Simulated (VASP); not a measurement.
Input of a VASP 6.6.1 run:

INCAR

```
SYSTEM = GaP
ALGO = Normal ; EDIFF = 1E-7
EDIFFG = -0.002 ; ENCUT = 600
IBRION = 2 ; ISIF = 3
ISMEAR = 0 ; LASPH = .True.
LCHARG = .False. ; LREAL = .False.
LWAVE = .False. ; NELM = 100
NSW = 100 ; PREC = Accurate
PSTRESS = 40.0 ; SIGMA = 0.01
```

File KPOINTS:

```
k-points
0
Gamma
  8 8 8
  0 0 0
```

File POSCAR:

```
GaP
1.0
    2.6956870601      2.6956870601      0.0000000000
   -2.6956870601      2.6956870601      0.0000000000
    0.0000000000      2.6956870601      2.6956870601
Ga P
1 1
Direct
    0.0000000000      0.0000000000      0.0000000000
    0.7500000000      0.2500000000      0.5000000000
```

Potentials or basis: VASP PAW LDA potentials, release 64 (Ga_d, P).

Launch:

```sh
$ cat potpaw_LDA.64/Ga_d/POTCAR potpaw_LDA.64/P/POTCAR > POTCAR
$ mpirun -np 1 vasp_std > vasp.out
```

Task: Predict the relaxed volume.

Result: 18.83 Å³/atom.

Task: Predict the space group after relaxing (to 0.05 Å).

Result: F-43m (No. 216).

Task: What does it give for the relaxed cell?

Result: a = 3.762 Å, b = 3.762 Å, c = 3.762 Å, α = 60.00°, β = 60.00°, γ = 90.00°.

Final structure:
```xyz
2
Lattice="2.6604 2.6604 0.0000 -2.6604 2.6604 0.0000 0.0000 2.6604 2.6604" Properties=species:S:1:pos:R:3 pbc="T T T"
Ga    0.0000    0.0000    0.0000
P     1.3302    3.9905    1.3302
```

Caveat: the cell is relaxed towards a set pressure, so the enthalpy falls and the energy may rise. LDA usually gives volumes a few per cent too small.
